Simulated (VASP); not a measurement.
# Sc4Te (Pm-3m) in VASP: further runs, part 2 of 2

VASP 6.6.1. Earlier steps stand in the parts before.

### 5 Relaxation of cell and atoms, PBE

Input file INCAR:

```
SYSTEM = Sc4Te
ALGO = Fast
EDIFF = 1E-6
EDIFFG = -0.04
ENCUT = 600
GGA = PE
IBRION = 2
ISIF = 3
ISMEAR = 0
LASPH = .TRUE.
LCHARG = .FALSE.
LREAL = .FALSE.
LWAVE = .FALSE.
NELM = 100
NSW = 90
PREC = Accurate
SIGMA = 0.1
```

Input file KPOINTS:

```
k-points
0
G
  4 4 4
  0 0 0
```

Input file POSCAR:

```
Sc4Te
1.0
    4.9212856600      0.0000000000      0.0000000000
    0.0000000000      4.9212856600      0.0000000000
    0.0000000000      0.0000000000      4.9212856600
Sc Te
4 1
Direct
    0.0000000000      0.5000000000      0.5000000000
    0.5000000000      0.0000000000      0.5000000000
    0.5000000000      0.5000000000      0.0000000000
    0.5000000000      0.5000000000      0.5000000000
    0.0000000000      0.0000000000      0.0000000000
```

Potentials or basis: VASP PAW PBE potentials, release 64 (Sc_sv, Te).

On the command line:

```sh
$ cat potpaw_PBE.64/Sc_sv/POTCAR potpaw_PBE.64/Te/POTCAR > POTCAR
$ mpirun -np 1 vasp_std > vasp.out
```

OUTCAR:

```text
SYSTEM = Sc4Te
   EDIFF = 1E-6
   EDIFFG = -0.04
   ENCUT = 600
   GGA = PE
   IBRION = 2
   ISIF = 3
   ISMEAR = 0
   LASPH = .TRUE.
   LREAL = .FALSE.
   NELM = 100
   NSW = 90
   PREC = Accurate

 ion  position               nearest neighbor table
   1  0.000  0.500  0.500-   4 2.46   4 2.46   5 3.48   5 3.48   5 3.48   5 3.48
   2  0.500  0.000  0.500-   4 2.46   4 2.46   5 3.48   5 3.48   5 3.48   5 3.48
   3  0.500  0.500  0.000-   4 2.46   4 2.46   5 3.48   5 3.48   5 3.48   5 3.48
   4  0.500  0.500  0.500-   1 2.46   2 2.46   3 2.46   3 2.46   2 2.46   1 2.46
   5  0.000  0.000  0.000-   1 3.48   2 3.48   3 3.48   1 3.48   2 3.48   1 3.48   3 3.48   1 3.48
                             2 3.48   3 3.48   2 3.48   3 3.48

  LATTYP: Found a simple cubic cell.
 ALAT       =     4.9212856600

  Lattice vectors:

 A1 = (   4.9212856600,   0.0000000000,   0.0000000000)
 A2 = (   0.0000000000,   4.9212856600,   0.0000000000)
 A3 = (   0.0000000000,   0.0000000000,   4.9212856600)

[... 213 lines left out ...]
 fundamental gap:      0.0343400654
 Fermi energy:         4.4301960036

 k-point     1 :       0.0000    0.0000    0.0000
  band No.  band energies     occupation
      1     -45.4294      2.00000
      2     -45.3813      2.00000
      3     -45.3813      2.00000
      4     -43.7033      2.00000
      5     -24.3744      2.00000
      6     -24.3744      2.00000
[... 357 lines left out ...]
--------------------------------------- Ionic step        3  -------------------------------------------

 number of electron      49.9999974 magnetization

 Free energy of the ion-electron system (eV)
  ---------------------------------------------------
  ext. energy  EPLUGINS =         0.00000000
  ---------------------------------------------------
  free energy    TOTEN  =       -25.15733038 eV

  energy without entropy =      -25.11344257  energy(sigma->0) =      -25.13538648

 E-fermi :   4.1618     XC(G=0):  -9.3167

 val. band max:        4.1513258504   @ k =   0.5000   0.2500   0.0000
 cond. band min:       4.1672103977   @ k =   0.2500   0.0000   0.0000
 fundamental gap:      0.0158845473
 Fermi energy:         4.1618091489

 k-point     1 :       0.0000    0.0000    0.0000
  band No.  band energies     occupation
      1     -45.7630      2.00000
      2     -45.7246      2.00000
      3     -45.7246      2.00000
      4     -44.0465      2.00000
      5     -24.6425      2.00000
      6     -24.6425      2.00000
[... 351 lines left out ...]
  FREE ENERGIE OF THE ION-ELECTRON SYSTEM (eV)
  ---------------------------------------------------
  free  energy   TOTEN  =       -25.1573303849 eV

  energy  without entropy=      -25.1134425743  energy(sigma->0) =      -25.13538648

 reached required accuracy - stopping structural energy minimisation
```

It took 2.3 min on 1 thread of Intel Xeon 6975P-C (Granite Rapids), shared host; peak memory 0.27 GiB.

What came out:

| Quantity | Value |
| --- | --- |
| Free energy | -25.1573 eV |
| Relaxed volume | 28.06 Å³/atom |
| Relaxed cell | a = 5.196 Å, b = 5.196 Å, c = 5.196 Å, α = 90.00°, β = 90.00°, γ = 90.00° |
| Space group after relaxing (to 0.1 Å) | Pm-3m (No. 221) |
| Energy gained by relaxing | 68.9 meV/atom |
| Ionic steps | 3 |
| Pressure after relaxing | -0.1 GPa |
| Band gap on the k mesh | zero (bands 25 and 26 overlap by 1.83 eV) |

Step by step:
```csv
step,energy change (eV),largest force (eV/Å),pressure (GPa),volume (Å³)
1,0.0000,0.0000,5.98,119.19
2,-0.3300,0.0000,1.02,135.21
3,-0.3446,0.0000,-0.11,140.32
```

Final structure:
```
CELL_PARAMETERS angstrom
5.19644 0.00000 0.00000
0.00000 5.19644 0.00000
0.00000 0.00000 5.19644
ATOMIC_POSITIONS crystal
Sc 0.00000 0.50000 0.50000
Sc 0.50000 0.00000 0.50000
Sc 0.50000 0.50000 0.00000
Sc 0.50000 0.50000 0.50000
Te 0.00000 0.00000 0.00000
```

Levels at points of the mesh, in eV from the Fermi level:
```
           k point  band 22  band 23  band 24  band 25  band 26  band 27  band 28  band 29
(0.00, 0.00, 0.00)    -1.44    -1.44    -1.44    -0.96    -0.96    -0.07    -0.07     0.35
(0.50, 0.00, 0.00)    -1.29    -0.90    -0.47    -0.07    -0.07     0.21     0.27     0.27
(0.50, 0.50, 0.00)    -0.73    -0.73    -0.04     0.02     0.10     0.10     0.30     1.30
(0.50, 0.50, 0.50)    -1.49    -1.49    -0.23     0.88     0.94     0.94     0.96     1.67
```

Caveat: the volume moved by over 15 % at a fixed basis, so the end points are rough; spin-orbit coupling is left out, which moves the levels of the heavy elements.

### 6 Single point, PBE, collinear spin

This run uses another cell than the first one, of 27.57 Å³/atom.

Input file INCAR:

```
PREC     = Accurate       # precision mode
ENCUT    = 520            # plane-wave cutoff, eV
EDIFF    = 1E-6           # SCF threshold, eV
ISMEAR   = 0              # smearing method
SIGMA    = 0.1            # smearing width, eV
LREAL    = False          # projectors in reciprocal space
LASPH    = True           # aspherical terms in the spheres
NELM     = 150            # most SCF steps
ALGO     = Fast           # electronic algorithm
ISIF     = 2              # what is computed and relaxed
LWAVE    = False          # write WAVECAR
LCHARG   = False          # write CHGCAR
ISPIN    = 2              # spin polarisation
MAGMOM   = 1 1 1 1 0      # initial moments
LORBIT   = 11             # projections on sites
LMAXMIX  = 4              # l up to which the mixer works
GGA      = PE             # functional
NBANDS   = 37             # bands
```

Input file KPOINTS:

```
regular mesh
0
Gamma
  4 4 4
```

POSCAR: that of step 5 with these lines changed.

```diff
@@ -2,5 +2,5 @@
 1.0
-    4.9212856600      0.0000000000      0.0000000000
-    0.0000000000      4.9212856600      0.0000000000
-    0.0000000000      0.0000000000      4.9212856600
+    5.1656841133      0.0000000000      0.0000000000
+    0.0000000000      5.1656841133      0.0000000000
+    0.0000000000      0.0000000000      5.1656841133
 Sc Te
```

Potentials or basis: VASP PAW PBE potentials, release 64 (Sc_sv, Te).

On the command line:

```sh
$ cat potpaw_PBE.64/Sc_sv/POTCAR potpaw_PBE.64/Te/POTCAR > POTCAR
$ mpirun -np 1 vasp_std > vasp.out
```

Run time: 2.1 min. Hardware: 1 thread of Intel Xeon 6975P-C (Granite Rapids), shared host; peak memory 0.32 GiB.

Results (log left out):

```yaml
Free_energy: -25.1571 eV
Pressure: 0.4 GPa
Band_gap_on_the_k_mesh: zero (filled and empty bands overlap)
Net_moment: 0.01 μB per cell
Valence_electrons_inside_the_program's_atomic_spheres: Sc 9.45, 10.11 (each value once); Te 3.25
```

Levels at points of the mesh, in eV from the Fermi level:
Spin up:
| k point | band 23 | band 24 | band 25 | band 26 | band 27 | band 28 |
| --- | --- | --- | --- | --- | --- | --- |
| (0.00, 0.00, 0.00) | -1.49 | -1.49 | -0.98 | -0.98 | -0.09 | -0.09 |
| (0.50, 0.00, 0.00) | -0.87 | -0.48 | -0.08 | -0.08 | 0.19 | 0.28 |
| (0.50, 0.50, 0.00) | -0.76 | -0.04 | 0.02 | 0.12 | 0.12 | 0.29 |
| (0.50, 0.50, 0.50) | -1.49 | -0.16 | 0.88 | 0.94 | 0.94 | 0.94 |
Spin down:
```
           k point  band 23  band 24  band 25  band 26  band 27  band 28
(0.00, 0.00, 0.00)    -1.49    -1.49    -0.98    -0.98    -0.08    -0.08
(0.50, 0.00, 0.00)    -0.87    -0.47    -0.08    -0.08     0.19     0.28
(0.50, 0.50, 0.00)    -0.76    -0.04     0.02     0.12     0.12     0.30
(0.50, 0.50, 0.50)    -1.49    -0.16     0.88     0.95     0.95     0.95
```

Caveat: spin-orbit coupling is left out, which moves the levels of the heavy elements.

### 7 Relaxation of cell and atoms, PBE

This run uses another cell than the first one, of 27.57 Å³/atom.

Input file INCAR:

```
ALGO = Fast
EDIFF = 1E-6
EDIFFG = -0.01
ENCUT = 600
GGA = PE
IBRION = 2
ISIF = 3
ISMEAR = 0
LASPH = True
LCHARG = False
LREAL = False
LWAVE = False
NELM = 60
NSW = 100
PREC = Accurate
SIGMA = 0.1
```

Input file KPOINTS:

```
k-points
0
Gamma
  8 8 8
```

POSCAR is that of step 6.

On the command line:

```sh
$ cat potpaw_PBE.64/Sc_sv/POTCAR potpaw_PBE.64/Te/POTCAR > POTCAR
$ mpirun -np 1 vasp_std > vasp.out
```

Run time: 4.7 min. Hardware: 1 thread of Intel Xeon 6975P-C (Granite Rapids), shared host; peak memory 0.37 GiB.

It converged, with:

- Free energy: -25.2128 eV
- Relaxed volume: 28.06 Å³/atom
- Relaxed cell: a = 5.196 Å, b = 5.196 Å, c = 5.196 Å, α = 90.00°, β = 90.00°, γ = 90.00°
- Space group after relaxing (to 0.1 Å): Pm-3m (No. 221)
- Energy gained by relaxing: 0.9 meV/atom
- Ionic steps: 3
- Pressure after relaxing: 0.0 GPa
- Band gap on the k mesh: zero (bands 25 and 26 overlap by 1.80 eV)

Step by step:
```csv
step,energy change (eV),largest force (eV/Å),pressure (GPa),volume (Å³)
1,0.0000,0.0000,0.57,137.84
2,-0.0043,0.0000,0.12,139.80
3,-0.0045,0.0000,0.02,140.31
```

Final structure:
```xyz
5
Lattice="5.1964 0.0000 0.0000 0.0000 5.1964 0.0000 0.0000 0.0000 5.1964" Properties=species:S:1:pos:R:3 pbc="T T T"
Sc    0.0000    2.5982    2.5982
Sc    2.5982    0.0000    2.5982
Sc    2.5982    2.5982    0.0000
Sc    2.5982    2.5982    2.5982
Te    0.0000    0.0000    0.0000
```

Levels at points of the mesh, in eV from the Fermi level:
| k point | band 21 | band 22 | band 23 | band 24 | band 25 | band 26 | band 27 | band 28 | band 29 | band 30 |
| --- | --- | --- | --- | --- | --- | --- | --- | --- | --- | --- |
| (0.00, 0.00, 0.00) | -2.57 | -1.41 | -1.41 | -1.41 | -0.92 | -0.92 | -0.03 | -0.03 | 0.38 | 1.54 |
| (0.50, 0.00, 0.00) | -1.31 | -1.25 | -0.86 | -0.43 | -0.03 | -0.03 | 0.25 | 0.31 | 0.31 | 0.60 |
| (0.50, 0.50, 0.00) | -2.07 | -0.70 | -0.70 | -0.01 | 0.06 | 0.14 | 0.14 | 0.33 | 1.34 | 1.41 |
| (0.50, 0.50, 0.50) | -1.45 | -1.45 | -1.45 | -0.19 | 0.88 | 0.97 | 0.97 | 0.97 | 1.61 | 1.65 |

Caveat: spin-orbit coupling is left out, which moves the levels of the heavy elements.

### 8 Summary

```csv
task,spin,cell,k mesh,cutoff (eV),gap on the mesh (eV),pressure (GPa),relaxed volume (Å³/atom)
single point,off,"a = 4.921 Å, 5 atoms",4 × 4 × 4,520,none,6.0,-
single point,off,"a = 5.166 Å, 5 atoms",4 × 4 × 4,520,none,0.4,-
single point,off,"a = 5.192 Å, 5 atoms",8 × 8 × 8,520,none,0.1,-
relaxation of cell and atoms,off,"relaxed from a = 4.921 Å, 5 atoms",4 × 4 × 4,600,none,-0.1,28.06
single point,collinear,"a = 5.166 Å, 5 atoms",4 × 4 × 4,520,none,0.4,-
relaxation of cell and atoms,off,"relaxed from a = 5.166 Å, 5 atoms",8 × 8 × 8,600,none,0.0,28.06
```

Alike in all rows: level PBE; potentials or basis VASP PAW PBE potentials, release 64 (Sc_sv, Te); smearing gaussian 0.1 eV.

Caveats: spin-orbit coupling is left out, which moves the levels of the heavy elements; the cell stands under pressure (at least some runs); the volume moved by over 15 % at a fixed basis, so the end points are rough (at least some runs).

Absolute energies hang on the potentials; compare differences alone.

The gap in the log of VASP goes by the Fermi energy; the results here count the filled bands.